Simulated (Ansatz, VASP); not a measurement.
## Two plane-wave programs on SnTe

```
CELL_PARAMETERS angstrom
0.00000 3.15085 3.15085
3.15085 0.00000 3.15085
3.15085 3.15085 0.00000
ATOMIC_POSITIONS crystal
Te 0.50000 0.50000 0.50000
Sn 0.00000 0.00000 0.00000
```

Alike in both runs: task single point; functional r2SCAN; dispersion rVV10; k mesh 7 × 7 × 7; occupations fermi-dirac, width 0.05 eV; no spin polarisation.

|  | VASP | Ansatz |
| --- | --- | --- |
| version | VASP 6.6.1 | Ansatz 0.2.0 |
| potentials or method | VASP PAW PBE potentials, release 64 (Te, Sn_d) | Ansatz PAW |
| plane-wave cutoff (eV) | 520 | 500 |
| valence electrons in the cell | 20 | 30 |

VASP gave:

```
pressure (GPa) : 0.8
```

**Question.** Estimate Ansatz's values.

**Answer.** Pressure (GPa): 0.6.

VASP's potentials were made for PBE, not for r2SCAN. VASP's potentials hold 20 valence electrons a cell and Ansatz's 30, so a difference there can come from the potentials and not from the codes.

Neither program's run includes spin-orbit coupling.
